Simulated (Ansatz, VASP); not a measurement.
**SnBr4Cl in VASP and in Ansatz**

```xyz
6
Lattice="0.0000 4.5085 4.5085 4.5085 0.0000 4.5085 4.5085 4.5085 0.0000" Properties=species:S:1:pos:R:3 pbc="T T T"
Sn    2.2543    2.2543    2.2543
Br    5.6386    3.3784    3.3784
Br    3.3784    5.6386    3.3784
Br    3.3784    3.3784    5.6386
Br    5.6386    5.6386    5.6386
Cl    0.0000    0.0000    0.0000
```

Change from the starting cell: species swapped into the ErInCo4 type (F-43m, No. 216).

Alike in both runs: task relaxation of cell and atoms; functional PBE; k mesh 8 × 8 × 8; occupations gaussian, width 0.1 eV; no spin polarisation.

```csv
,VASP,Ansatz
version,VASP 6.6.1,Ansatz 0.2.0
potentials or method,"VASP PAW PBE potentials, release 64 (Sn_d, Br, Cl), cutoff 600 eV","scalar-relativistic, plane waves, PAW"
valence electrons in the cell,49,49
```

```tsv
	VASP	Ansatz	Ansatz less VASP
gap on the k mesh at the Fermi level, each at its own relaxed structure (eV)	none	none	-
relaxed volume (Å³/atom)	27.65	27.65	+0.002
relaxed length of the cell vector where the two differ most in proportion (Å)	6.168	6.168	+0.0002
```

A gap of «none» marks a metal or a gap that the smearing closes.
